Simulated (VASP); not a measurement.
Here is a VASP 6.6.1 calculation.

INCAR

```
PREC = Accurate
ENCUT = 520
EDIFF = 1E-6
ISMEAR = 0
SIGMA = 0.1
LREAL = F
LASPH = T
NELM = 80
ALGO = Fast
ISIF = 2
LWAVE = F
LCHARG = F
GGA = PE
NBANDS = 31
```

File KPOINTS:

```
regular mesh
0
Gamma
  6 6 4
```

Contents of POSCAR:

```
NbAg3
1.0
    4.1246608000      0.0000000000      0.0000000000
   -2.0623304000      3.5720610400      0.0000000000
    0.0000000000      0.0000000000      5.1761249200
Nb Ag
1 3
Direct
    0.0000000000      0.0000000000      0.5000000000
    0.0000000000      0.0000000000      0.0000000000
    0.6666666700      0.3333333300      0.0000000000
    0.3333333300      0.6666666700      0.0000000000
```

Potentials or basis: VASP PAW PBE potentials, release 64 (Nb_sv, Ag).

Run with:

```bash
$ cat potpaw_PBE.64/Nb_sv/POTCAR potpaw_PBE.64/Ag/POTCAR > POTCAR
$ mpirun -np 1 vasp_std > vasp.out
```

(1) Predict the pressure.

(2) What does it give for the band gap on the k mesh?

Answers

(1) 46.0 GPa.

(2) zero (bands 23 and 24 overlap by 0.95 eV).

Caveat: the stress differs along the axes, from 5 to 67 GPa.
